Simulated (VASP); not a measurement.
Write the native input for VASP 6.6.1 that does the following.

```
Task                   : single point
Functional             : PBE
Potentials or basis    : VASP PAW PBE potentials, release 64 (Hf_pv, Cl)
Cutoff                 : 520 eV
k mesh                 : 4 × 4 × 4
Occupations            : gaussian, width 0.1 eV
Spin                   : no spin polarisation
Dipole correction      : no
Further INCAR settings : ALGO = Normal; EDIFF = 1e-06; NBANDS = 58
```

The structure of Hf4Cl lies in POSCAR:

```
Hf4Cl
1.0
    0.0000000000      4.7657630735      4.7657630735
    4.7657630735      0.0000000000      4.7657630735
    4.7657630735      4.7657630735      0.0000000000
Hf Cl
8 2
Direct
    0.7500021073      0.2499978927      0.2499978927
    0.2499978927      0.7500021073      0.7500021073
    0.2499978927      0.7500021073      0.2499978927
    0.7500021073      0.2499978927      0.7500021073
    0.2499978927      0.2499978927      0.7500021073
    0.7500021073      0.7500021073      0.2499978927
    0.2500000000      0.2500000000      0.2500000000
    0.7500000000      0.7500000000      0.7500000000
    0.5000000000      0.5000000000      0.5000000000
    0.0000000000      0.0000000000      0.0000000000
```

The cell was built from a structure type or drawn by symmetry, and may not be a known phase.

The input as run:

INCAR

```
ALGO = Normal ; EDIFF = 1E-6
ENCUT = 520 ; GGA = PE
ISIF = 2 ; ISMEAR = 0
LASPH = True ; LCHARG = True
LELF = True ; LREAL = False
LVHAR = True ; LWAVE = False
NBANDS = 58 ; NELM = 100
PREC = Accurate ; SIGMA = 0.1
```

KPOINTS

```
k-points
0
Gamma
  4 4 4
```

Potentials or basis: VASP PAW PBE potentials, release 64 (Hf_pv, Cl).

Launch:

```sh
$ cat potpaw_PBE.64/Hf_pv/POTCAR potpaw_PBE.64/Cl/POTCAR > POTCAR
$ mpirun -np 1 vasp_std > vasp.out
```

It gave:

| Item | Value |
| --- | --- |
| Pressure | -0.4 GPa |
| Band gap on the k mesh | zero (bands 47 and 48 overlap by 1.08 eV) |

Caveat: spin-orbit coupling is left out, which moves the levels of the heavy elements.

It took 5.5 min on 1 thread of AMD EPYC 7R43 64-Core Processor (Zen 3), with other jobs on the host, peak memory 0.32 GiB.
